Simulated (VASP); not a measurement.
Write the native input for VASP 6.6.1 that does the following.

```yaml
Task: single point
Functional: PBE
Potentials_or_basis: VASP PAW PBE potentials, release 64 (Ta_pv, N)
Cutoff: 520 eV
k_mesh: 11 × 11 × 6
Occupations: fermi-dirac, width 0.08 eV
Spin: no spin polarisation
Dipole_correction: no
Further_INCAR_settings: ALGO = Normal; EDIFF = 1e-06; NBANDS = 24
```

The structure of TaN (NiAs type) lies in POSCAR:

```
TaN
1.0
    2.9173303815      0.0000000000      0.0000000000
   -1.4586651908      2.5264822216      0.0000000000
    0.0000000000      0.0000000000      5.9155750525
Ta N
2 2
Direct
    0.0000000000      0.0000000000      0.0000000000
    0.0000000000      0.0000000000      0.5000000000
    0.3333333333      0.6666666667      0.2500000000
    0.6666666667      0.3333333333      0.7500000000
```

These files were run (other wordings do the same):

INCAR

```
SYSTEM = TaN
  ALGO = Normal
  EDIFF = 1E-6
  ENCUT = 520
  GGA = PE
  ISIF = 2
  ISMEAR = -1
  LASPH = .True.
  LCHARG = .False.
  LREAL = .False.
  LWAVE = .False.
  NBANDS = 24
  NELM = 80
  PREC = Accurate
  SIGMA = 0.08
```

KPOINTS

```
k-points
0
Gamma
  11 11 6
  0 0 0
```

Potentials or basis: VASP PAW PBE potentials, release 64 (Ta_pv, N).

Launch:

```console
$ cat potpaw_PBE.64/Ta_pv/POTCAR potpaw_PBE.64/N/POTCAR > POTCAR
$ mpirun -np 1 vasp_std > vasp.out
```

It gave:

The pressure is 0.7 GPa and the band gap on the k mesh is zero (band 16 reaches 8.80 eV, above the bottom of band 17 at 7.68 eV).

Caveat: spin-orbit coupling is left out, which moves the levels of the heavy elements.

It took 53 s on 1 thread of Intel Xeon 6975P-C, on a shared host, peak memory 0.21 GiB.
